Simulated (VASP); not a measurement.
# Ru (P2_1/m) in VASP: a series of runs

Ru is run at these levels: PBE; tasks: single point.

Everything below comes from runs of VASP 6.6.1. Logs are shortened: lines on timing, memory, paths and dates and some standing lists are left out, and cuts for length are marked.

## (1) The cell of the first run

Symmetry: P2_1/m, No. 11, monoclinic system. The conventional cell has a = 2.706 Å, b = 4.282 Å, c = 2.706 Å, α = 90.00°, β = 120.00°, γ = 90.00°. Within 3.6 Å of Ru (site symmetry m) lie 14 Ru at 2.56 to 3.52 Å.

## (2) Single point, PBE (atom 1 (Ru) moved by (-0.300, +0.150) A along x and y)

Input file INCAR:

```
  PREC = Accurate
  ENCUT = 500
  EDIFF = 1E-6
  ISMEAR = 0
  SIGMA = 0.15
  LREAL = False
  LASPH = True
  NELM = 120
  ALGO = Normal
  ISIF = 2
  LWAVE = False
  LCHARG = False
  GGA = PE
  NBANDS = 21
  GGA_COMPAT = False
```

Input file KPOINTS:

```
Automatic mesh
0
Gamma
  24 24 12
```

Input file POSCAR:

```
Ru
1.0
    2.7057993342      0.0000000000      0.0000000000
   -1.3528996671      2.3432909610      0.0000000000
    0.0000000000      0.0000000000      4.2819000000
Ru
2
Direct
    0.2544666351      0.7306792039      0.2500000000
    0.6666666667      0.3333333333      0.7500000000
```

Potentials or basis: VASP PAW PBE potentials, release 64 (Ru_pv).

Started as:

```
$ cat potpaw_PBE.64/Ru_pv/POTCAR > POTCAR
$ mpirun -np 1 vasp_std > vasp.out
```

OUTCAR:

```text
PREC = Accurate
   ENCUT = 500
   EDIFF = 1E-6
   ISMEAR = 0
   LREAL = False
   LASPH = True
   NELM = 120
   ISIF = 2
   GGA = PE

 ion  position               nearest neighbor table
   1  0.254  0.731  0.250-   2 2.56   2 2.56   2 2.58   2 2.58   2 2.86   2 2.86
   2  0.667  0.333  0.750-   1 2.56   1 2.56   1 2.58   1 2.58   1 2.86   1 2.86

  LATTYP: Found a hexagonal cell.
 ALAT       =     2.7057993342
 C/A-ratio  =     1.5824898565

  Lattice vectors:

 A1 = (   2.7057993342,   0.0000000000,   0.0000000000)
 A2 = (  -1.3528996671,   2.3432909610,   0.0000000000)
 A3 = (   0.0000000000,   0.0000000000,   4.2819000000)

Analysis of symmetry for initial positions (statically):
=====================================================================
 Subroutine PRICEL returns:
 Original cell was already a primitive cell.

 Routine SETGRP: Setting up the symmetry group for a
 hexagonal supercell.

 Subroutine GETGRP returns: Found  4 space group operations
 (whereof  1 operations were pure point group operations)
 out of a pool of 24 trial point group operations.

The static configuration has the point symmetry C_1 .
 The point group associated with its full space group is C_2h.

Analysis of symmetry for dynamics (positions and initial velocities):
=====================================================================
 Subroutine PRICEL returns:
 Original cell was already a primitive cell.

 Routine SETGRP: Setting up the symmetry group for a
 hexagonal supercell.

 Subroutine GETGRP returns: Found  4 space group operations
 (whereof  1 operations were pure point group operations)
 out of a pool of 24 trial point group operations.

The dynamic configuration has the point symmetry C_1 .
 The point group associated with its full space group is C_2h.

 Subroutine INISYM returns: Found  4 space group operations
 (whereof  1 operations are pure point group operations),
 and found     1 'primitive' translations

----------------------------------------------------------------------------------------

                                     Primitive cell

  volume of cell :      27.1493

  direct lattice vectors                    reciprocal lattice vectors
     2.705799334  0.000000000  0.000000000     0.369576556  0.213375124  0.000000000
    -1.352899667  2.343290961  0.000000000     0.000000000  0.426750249  0.000000000
     0.000000000  0.000000000  4.281900000     0.000000000  0.000000000  0.233541185

  length of vectors
     2.705799334  2.705799334  4.281900000     0.426750249  0.426750249  0.233541185

  position of ions in fractional coordinates (direct lattice)
     0.254466635  0.730679204  0.250000000
     0.666666667  0.333333333  0.750000000

  ion indices of the primitive-cell ions
   primitive index   ion index
                 1           1
                 2           2

----------------------------------------------------------------------------------------

 KPOINTS: Automatic mesh

Automatic generation of k-mesh.
 Grid dimensions read from file:
 generate k-points for:   24   24   12

 Generating k-lattice:

  Cartesian coordinates                     Fractional coordinates (reciprocal lattice)
     0.015399023  0.008890630  0.000000000     0.041666667  0.000000000  0.000000000
     0.000000000  0.017781260  0.000000000     0.000000000  0.041666667  0.000000000
     0.000000000  0.000000000  0.019461765     0.000000000  0.000000000  0.083333333

  Length of vectors
     0.017781260  0.017781260  0.019461765

  Shift w.r.t. Gamma in fractional coordinates (k-lattice)
     0.000000000  0.000000000  0.000000000

 Subroutine IBZKPT returns following result:
 ===========================================

 Found   2030 irreducible k-points:

 Following reciprocal coordinates:
            Coordinates               Weight
  0.000000  0.000000  0.000000      1.000000
  0.041667  0.000000  0.000000      2.000000
  0.000000  0.041667  0.000000      2.000000
 -0.041667  0.041667  0.000000      2.000000
  0.083333  0.000000  0.000000      2.000000
  0.000000  0.083333  0.000000      2.000000
[... 16 lines left out ...]
  0.333333  0.000000  0.000000      2.000000
  0.000000  0.333333  0.000000      2.000000
 [... further k-points ...]
   k-points           NKPTS =   2030   k-points in BZ     NKDIM =   2030   number of bands    NBANDS=     21
   number of dos      NEDOS =    301   number of ions     NIONS =      2
   total plane-waves  NPLWV =  12800
   dimension x,y,z NGX =    20 NGY =   20 NGZ =   32
   dimension x,y,z NGXF=    40 NGYF=   40 NGZF=   64
   ions per type =               2
   NGX,Y,Z   is equivalent  to a cutoff of  12.29, 12.29, 12.42 a.u.
   NGXF,Y,Z  is equivalent  to a cutoff of  24.58, 24.58, 24.85 a.u.
 SYSTEM =  unknown system
   PREC   = accura    normal or accurate (medium, high low for compatibility)
   ISTART =      0    job   : 0-new  1-cont  2-samecut
   ICHARG =      2    charge: 1-file 2-atom 10-const
   ISPIN  =      1    spin polarized calculation?
   LNONCOLLINEAR =      F non collinear calculations
   LSORBIT =      F    spin-orbit coupling
   LASPH  =      T    aspherical Exc in radial PAW
   ENCUT  =  500.0 eV  36.75 Ry    6.06 a.u.   4.93  4.93  7.81*2*pi/ulx,y,z
   NELM   =    120;   NELMIN=  2; NELMDL= -5     # of ELM steps
   EDIFF  = 0.1E-05   stopping-criterion for ELM
   LREAL  =      F    real-space projection
   EDIFFG = 0.1E-04   stopping-criterion for IOM
   NSW    =      0    number of steps for IOM
   IBRION =     -1    ionic relax: 0-MD 1-quasi-New 2-CG
   NFREE  =      0    steps in history (QN), initial steepest desc. (CG)
   ISIF   =      2    stress and relaxation
   ISYM   =      2    0-nonsym 1-usesym 2-fastsym
   POTIM  = 0.5000    time-step for ionic-motion
   TEBEG  =    0.0;   TEEND  =   0.0 temperature during run
   PSTRESS=    0.0 pullay stress
   NELECT =      28.0000    total number of electrons
   NUPDOWN=      -1.0000    fix difference up-down
   EMIN   =  10.00;   EMAX   =-10.00  energy-range for DOS
   EFERMI =   0.00;   METHOD = LEGACY
   ISMEAR =     0;   SIGMA  =   0.15  broadening in eV -4-tet -1-fermi 0-gaus
   EFERMI_NEDOS =   21; number of points for ismear=-14 and -15
   IALGO  =     38    algorithm
   IMIX   =      4    mixing-type and parameters
     AMIX     =   0.40;   BMIX     =  1.00
     AMIX_MAG =   1.60;   BMIX_MAG =  1.00
  volume/ion in A,a.u.               =      13.57        91.61
  Fermi-wavevector in a.u.,A,eV,Ry     =   1.654022  3.125649 37.222686  2.735790
  Thomas-Fermi vector in A             =   2.742361
   LORBIT       =      0    0 simple, 1 ext, 2 COOP (PROOUT), +10 PAW based schemes
   GGA     = PE    functional components
   LHFCALC =     F    Hartree Fock is set to
   AEXX    =    0.0000 exact exchange contribution
   IVDW    =     0    specifies the selected vdW correction
   LEPSILON=     F    determine dielectric tensor
   LRPA    =     F    only Hartree local field effects (RPA)
 non-spin polarized calculation
 Gauss-broadening in eV      SIGMA  =   0.15
  energy-cutoff  :      500.00
  volume of cell :       27.15
 maximum number of plane-waves:       708
   NGX =  9   NGY =  9   NGZ = 15

 number of electron      28.0000003 magnetization

 Free energy of the ion-electron system (eV)
  ---------------------------------------------------
  ext. energy  EPLUGINS =         0.00000000
  ---------------------------------------------------
  free energy    TOTEN  =       -18.06400186 eV

  energy without entropy =      -18.04201478  energy(sigma->0) =      -18.05300832

 E-fermi :  12.9262     XC(G=0): -14.1102

 val. band max:       12.9255815124   @ k =  -0.0417   0.0833   0.2500
 cond. band min:      12.9266750654   @ k =   0.1667   0.1667   0.1667
 fundamental gap:      0.0010935530
 Fermi energy:        12.9262400429

 k-point     1 :       0.0000    0.0000    0.0000
  band No.  band energies     occupation
      1     -30.8302      2.00000
      2     -29.9205      2.00000
      3     -29.7252      2.00000
      4     -29.7170      2.00000
      5     -29.6202      2.00000
      6     -29.5918      2.00000
[... 13 lines left out ...]
     20      23.3449      0.00000
     21      23.3952      0.00000

 k-point     2 :       0.0417    0.0000    0.0000
  band No.  band energies     occupation
      1     -30.8235      2.00000
      2     -29.9305      2.00000
      3     -29.7353      2.00000
      4     -29.7185      2.00000
      5     -29.6310      2.00000
      6     -29.5955      2.00000
[... 13 lines left out ...]
     20      23.3449      0.00000
     21      23.3895      0.00000

 k-point     3 :       0.0000    0.0417    0.0000
  band No.  band energies     occupation
      1     -30.8236      2.00000
      2     -29.9301      2.00000
      3     -29.7346      2.00000
      4     -29.7197      2.00000
      5     -29.6308      2.00000
      6     -29.5954      2.00000
[... 13 lines left out ...]
     20      23.3449      0.00000
     21      23.3895      0.00000

 k-point     4 :      -0.0417    0.0417    0.0000
  band No.  band energies     occupation
      1     -30.8261      2.00000
      2     -29.9240      2.00000
      3     -29.7475      2.00000
      4     -29.7208      2.00000
      5     -29.6227      2.00000
      6     -29.5926      2.00000
[... 13 lines left out ...]
     20      23.3449      0.00000
     21      23.3908      0.00000

 k-point     5 :       0.0833    0.0000    0.0000
  band No.  band energies     occupation
      1     -30.8035      2.00000
      2     -29.9605      2.00000
      3     -29.7575      2.00000
      4     -29.7341      2.00000
      5     -29.6577      2.00000
      6     -29.6065      2.00000
[... 13 lines left out ...]
     20      23.3449      0.00000
     21      23.3770      0.00000
[... 382 lines left out ...]
     20      23.3447      0.00000
     21      23.3499      0.00000

 k-point    22 :      -0.2917    0.2917    0.0000
  band No.  band energies     occupation
      1     -30.6701      2.00000
      2     -30.2839      2.00000
      3     -30.0957      2.00000
      4     -30.0463      2.00000
      5     -29.7150      2.00000
      6     -29.6256      2.00000
[... 13 lines left out ...]
     20      23.3446      0.00000
     21      23.3482      0.00000

 k-point    23 :       0.3333    0.0000    0.0000
  band No.  band energies     occupation
      1     -30.4566      2.00000
      2     -30.4050      2.00000
      3     -30.2439      2.00000
      4     -29.9514      2.00000
      5     -29.8296      2.00000
      6     -29.7697      2.00000
[... 13 lines left out ...]
     20      23.3442      0.00000
     21      23.3457      0.00000

 k-point    24 :       0.0000    0.3333    0.0000
  band No.  band energies     occupation
      1     -30.4647      2.00000
      2     -30.4007      2.00000
      3     -30.2410      2.00000
      4     -29.9529      2.00000
      5     -29.8211      2.00000
      6     -29.7750      2.00000
[... 13 lines left out ...]
     20      23.3442      0.00000
     21      23.3458      0.00000

 [... further k-points ...]

------------------------ aborting loop because EDIFF is reached ----------------------------------------

  FORCE on cell =-STRESS in cart. coord.  units (eV):
  Direction    XX          YY          ZZ          XY          YZ          ZX
  --------------------------------------------------------------------------------------
  -------------------------------------------------------------------------------------
  Total        0.4762609      1.5119825      2.7233674      0.9979194      0.0000000      0.0000000
  in kB       28.1058814     89.2275598    160.7157729     58.8908374      0.0000000      0.0000000
  external PRESSURE =      92.6830714 kB  Pullay stress =       0.0000000 kB

 VOLUME and BASIS-vectors are now :
 -----------------------------------------------------------------------------
  energy-cutoff  :      500.00
  volume of cell :       27.15
      direct lattice vectors                 reciprocal lattice vectors
     2.705799334  0.000000000  0.000000000     0.369576556  0.213375124  0.000000000
    -1.352899667  2.343290961  0.000000000     0.000000000  0.426750249  0.000000000
     0.000000000  0.000000000  4.281900000     0.000000000  0.000000000  0.233541185

 POSITION                                       TOTAL-FORCE (eV/Angst)
 -----------------------------------------------------------------------------------
     -0.30000      1.71219      1.07048         2.085128     -1.083830     -0.000000
      1.35290      0.78110      3.21143        -2.085128      1.083830      0.000000
 -----------------------------------------------------------------------------------
    total drift:                                0.000002      0.000011     -0.000000

  FREE ENERGIE OF THE ION-ELECTRON SYSTEM (eV)
  ---------------------------------------------------
  free  energy   TOTEN  =       -18.0640018607 eV

  energy  without entropy=      -18.0420147825  energy(sigma->0) =      -18.05300832
```

Wall time 5.4 min (1 thread of AMD EPYC 9R45 (Zen 5), shared host); peak memory 0.83 GiB.

What came out:

```yaml
Free_energy: -18.0640 eV
Pressure: 9.3 GPa
Largest_force: 2.350 eV/Å
Band_gap_on_the_k_mesh: zero (bands 14 and 15 overlap by 3.02 eV)
```

Forces in eV/Å, atoms in the order of the input:
```
Ru   2.085 -1.084  0.000
Ru  -2.085  1.084  0.000
```

Stress tensor (GPa, compression positive):
```
 2.81  5.89  0.00
 5.89  8.92  0.00
 0.00  0.00 16.07
```

Caveat: the cell differs from its parent crystal (atom 1 (Ru) moved by (-0.300, +0.150) A along x and y); the stress differs along the axes, from 3 to 16 GPa; forces of over 1 eV/Å act on the atoms, so gaps and moduli don't describe the material at rest.

## (3) Single point, PBE (atom 1 (Ru) moved by (-0.300, -0.150) A along x and y)

Input file INCAR:

```
ALGO = Normal ; EDIFF = 1E-6
ENCUT = 500 ; GGA = PE
GGA_COMPAT = F ; ISIF = 2
ISMEAR = 0 ; LASPH = T
LCHARG = F ; LREAL = F
LWAVE = F ; NBANDS = 21
NELM = 120 ; PREC = Accurate
SIGMA = 0.15
```

Input file KPOINTS:

```
k-points
0
Gamma
  24 24 12
```

POSCAR: that of step 2 with these lines changed.

```diff
@@ -8,3 +8,3 @@
 Direct
-    0.2544666351      0.7306792039      0.2500000000
+    0.1904540978      0.6026541294      0.2500000000
     0.6666666667      0.3333333333      0.7500000000
```

Potentials or basis: VASP PAW PBE potentials, release 64 (Ru_pv).

Started as:

```
$ cat potpaw_PBE.64/Ru_pv/POTCAR > POTCAR
$ mpirun -np 1 vasp_std > vasp.out
```

Wall time 18 min (1 thread of Oxide Virtual Turin-like, shared host); peak memory 0.82 GiB.

The run converged. Its results:

| Property | Result |
| --- | --- |
| Free energy | -18.1093 eV |
| Pressure | 10.2 GPa |
| Largest force | 2.000 eV/Å |
| Band gap on the k mesh | zero (bands 14 and 15 overlap by 3.04 eV) |

Forces in eV/Å, atoms in the order of the input:
```
Ru   1.806  0.860  0.000
Ru  -1.806 -0.860  0.000
```

Stress tensor (GPa, compression positive):
```
 9.70  5.13  0.00
 5.13  4.76  0.00
 0.00  0.00 16.25
```

Levels at points of the mesh, in eV from the Fermi level:
| k point | band 11 | band 12 | band 13 | band 14 | band 15 | band 16 | band 17 | band 18 |
| --- | --- | --- | --- | --- | --- | --- | --- | --- |
| (0.00, 0.00, 0.00) | -2.40 | -2.29 | -2.06 | -1.41 | -0.34 | -0.06 | 1.23 | 1.75 |
| (0.50, 0.00, 0.00) | -2.89 | -2.71 | -1.59 | 1.19 | 1.71 | 1.99 | 4.95 | 5.00 |
| (0.00, 0.50, 0.00) | -2.04 | -1.48 | -1.45 | 1.19 | 1.56 | 1.60 | 3.58 | 6.43 |
| (0.50, 0.50, 0.00) | -1.97 | -1.36 | -1.32 | 1.31 | 1.58 | 1.59 | 3.48 | 6.53 |
| (0.00, 0.00, 0.50) | -2.93 | -2.93 | -2.42 | -2.42 | 0.19 | 0.19 | 0.72 | 0.72 |
| (0.50, 0.00, 0.50) | -1.03 | -1.03 | 1.58 | 1.58 | 1.69 | 1.69 | 2.26 | 2.26 |
| (0.00, 0.50, 0.50) | -1.12 | -1.12 | 0.36 | 0.36 | 1.64 | 1.64 | 3.95 | 3.95 |
| (0.50, 0.50, 0.50) | -1.19 | -1.19 | 0.25 | 0.25 | 1.65 | 1.65 | 4.07 | 4.07 |

Caveat: the cell differs from its parent crystal (atom 1 (Ru) moved by (-0.300, -0.150) A along x and y); the stress differs along the axes, from 5 to 16 GPa; forces of over 1 eV/Å act on the atoms, so gaps and moduli don't describe the material at rest.
